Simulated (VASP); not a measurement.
Au: single point with LDA

The system is Au.

```
CELL_PARAMETERS angstrom
2.50955 0.00000 0.00000
0.00000 2.50955 0.00000
0.00000 0.00000 2.50955
ATOMIC_POSITIONS crystal
Au 0.00000 0.00000 0.00000
```

```
Program                : VASP 6.6.1
Task                   : single point
Functional             : LDA
Potentials or basis    : VASP PAW LDA potentials, release 64 (Au)
Cutoff                 : 520 eV
k mesh                 : 17 × 17 × 17
Occupations            : fermi-dirac, width 0.05 eV
Spin                   : no spin polarisation
Dipole correction      : no
Further INCAR settings : ALGO = Normal; EDIFF = 1e-07; NBANDS = 12
```

```json
{"Pressure": "45.8 GPa"}
```

Levels at points of the mesh, in eV from the Fermi level:
```
           k point  band 2  band 3  band 4  band 5  band 6  band 7  band 8  band 9  band 10  band 11
(0.00, 0.00, 0.00)   -8.02   -8.02   -1.47   -1.47   -1.47   15.16   15.16   15.16    21.57    24.29
```

Run time: 8.4 s on 1 thread of Intel(R) Xeon(R) 6975P-C (Granite Rapids), with other jobs on the host, peak memory 0.14 GiB.

Caveat: spin-orbit coupling is left out, which moves the levels of the heavy elements.
